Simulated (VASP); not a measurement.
GaAs2, 6 atoms in the cell. It takes space group P6_3/mmc (No. 194, hexagonal). Conventional cell: a = 3.208 Å, b = 3.208 Å, c = 12.476 Å, α = 90.00°, β = 90.00°, γ = 120.00°. Within 3.3 Å of Ga (site symmetry -6m2) lie 6 As at 2.40 Å and 6 Ga at 3.21 Å. Within 3.3 Å of As (site symmetry 3m) lie 3 Ga at 2.40 Å and 7 As at 3.06 to 3.21 Å. 

* Program: VASP 6.6.1
* Task: relaxation of cell and atoms
* Functional: PBE
* Potentials or basis: VASP PAW PBE potentials, release 64 (Ga_d, As)
* Cutoff: 600 eV
* k mesh: 6 × 6 × 2
* Occupations: gaussian, width 0.1 eV
* Spin: no spin polarisation
* Dipole correction: no
* Further INCAR settings: ALGO = Normal; EDIFF = 1e-06; IBRION = 2; EDIFFG = -0.04; NSW = 90; ISIF = 3

Potentials or basis: VASP PAW PBE potentials, release 64 (Ga_d, As).

Run with:

```sh
$ cat potpaw_PBE.64/Ga_d/POTCAR potpaw_PBE.64/As/POTCAR > POTCAR
$ mpirun -np 1 vasp_std > vasp.out
```

Hardware: 1 thread of Intel Xeon 8259CL, with other jobs on the host.

Question: How long does it take, and how much memory?

Answer: Wall time 33 min on 1 thread of Intel Xeon 8259CL (shared host), peak memory 0.31 GiB. Counts: scf iterations 252, k points 14, ion steps 33.
